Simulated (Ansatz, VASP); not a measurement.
# Tl3Sb2Mo: VASP beside Ansatz

```xyz
6
Lattice="3.8793 0.0000 0.0000 0.0000 3.8793 0.0000 0.0000 0.0000 10.4908" Properties=species:S:1:pos:R:3 pbc="T T T"
Tl    0.0000    0.0000    6.7073
Tl    0.0000    0.0000    3.7835
Tl    0.0000    0.0000    0.0000
Sb    1.9396    1.9396    8.1560
Sb    1.9396    1.9396    2.3348
Mo    1.9396    1.9396    5.2454
```

Alike in both runs: task single point; functional PBE; k mesh 4 × 4 × 2; occupations gaussian, width 0.1 eV; collinear spin.

```csv
,VASP,Ansatz
version,VASP 6.6.1,Ansatz 0.2.0
potentials or method,"VASP PAW PBE potentials, release 64 (Tl_d, Sb, Mo_sv), cutoff 520 eV","scalar-relativistic, plane waves, PAW"
valence electrons in the cell,63,83
```

```tsv
	VASP	Ansatz	Ansatz less VASP
gap on the k mesh at the Fermi level (eV)	none	none	-
pressure (GPa)	0.0	0.0	+0.06
traceless stress, the component that is largest in VASP (GPa)	0.47	0.45	-0.015
rms of the force components (eV/Å)	0.038	0.036	-0.0026
net moment per atom (μB)	0.12	0.12	-0.001
size of the moment on the site where the two differ most (μB)	0.61	0.58	-0.034
```

Site moments also hang on the region over which each program counts them. Atom by atom the forces differ by 0.003 eV/Å (rms over components). A gap of «none» marks a metal or a gap that the smearing closes. The functional is the same, so the differences come from potentials, cutoffs and numerics. VASP's potentials hold 63 valence electrons a cell and Ansatz's 83, so a difference there can come from the potentials and not from the codes.

The k mesh is coarse, so the values compare programs but aren't converged. Neither program's run includes spin-orbit coupling.
